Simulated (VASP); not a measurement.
Ti3H2:

```
Ti H
1.0
     3.43252    0.00000    0.00000
    -1.71626    2.97265    0.00000
     0.00000    0.00000    5.34044
Ti H
3 2
Direct
  0.00000 0.00000 0.00000
  0.33333 0.66667 0.64500
  0.66667 0.33333 0.35500
  0.33333 0.66667 0.24500
  0.66667 0.33333 0.75500
```

* Program: VASP 6.6.1
* Task: relaxation of cell and atoms
* Functional: r2SCAN
* Potentials or basis: VASP PAW PBE potentials, release 64 (Ti_sv, H)
* Cutoff: 600 eV
* k mesh: 6 × 6 × 4
* Occupations: gaussian, width 0.1 eV
* Spin: no spin polarisation

At the start: pressure 2.1 GPa; volume 10.90 Å³/atom.

Task: Where does the relaxation end?

Result: Over 21 steps the energy falls by 451.5 meV/atom and the volume is 10.79 Å³/atom (-1.0 %); space group P-3m1 (No. 164, to 0.1 Å) before and after.

The path:
```tsv
step	energy change (eV)	largest force (eV/Å)	pressure (GPa)	volume (Å³)
1	0.0000	1.4138	2.09	54.49
2	-0.4199	0.2122	-1.34	55.53
3	-0.6196	0.6102	-2.51	56.37
4	-0.7066	1.6065	-0.04	57.59
5	-1.2001	1.4313	-0.11	58.32
6	-1.2688	1.3311	-0.05	58.45
7	-1.2764	1.3087	0.06	58.48
8	-1.5251	0.6939	-3.67	58.63
9	-1.6461	0.6769	-6.71	58.80
10	-1.7610	0.8011	-1.52	55.82
11	-1.7666	0.9822	0.00	55.10
12	-1.8853	0.8127	1.80	54.11
13	-1.9976	0.7704	6.56	52.07
14	-2.0920	0.6172	3.43	52.97
15	-2.1850	0.2863	-2.45	55.03
16	-2.1859	0.2695	-2.95	55.24
17	-2.2326	0.2134	-1.77	54.64
18	-2.2559	0.1244	0.04	53.88
19	-2.2560	0.1177	0.17	53.83
20	-2.2571	0.0632	0.00	53.89
21	-2.2576	0.0014	-0.22	53.97
```

Final structure:
```
Ti H
1.0
     2.93866    0.00000    0.00000
    -1.46933    2.54495    0.00000
     0.00000    0.00000    7.21583
Ti H
3 2
Direct
  0.00000 0.00000 0.00000
  0.33333 0.66667 0.66099
  0.66667 0.33333 0.33901
  0.33333 0.66667 0.16494
  0.66667 0.33333 0.83506
```

Caveat: a cell axis changed by over 15 % at a fixed basis, so the end point is rough; the PAW data sets were made with another functional, which shifts forces and pressure a little.
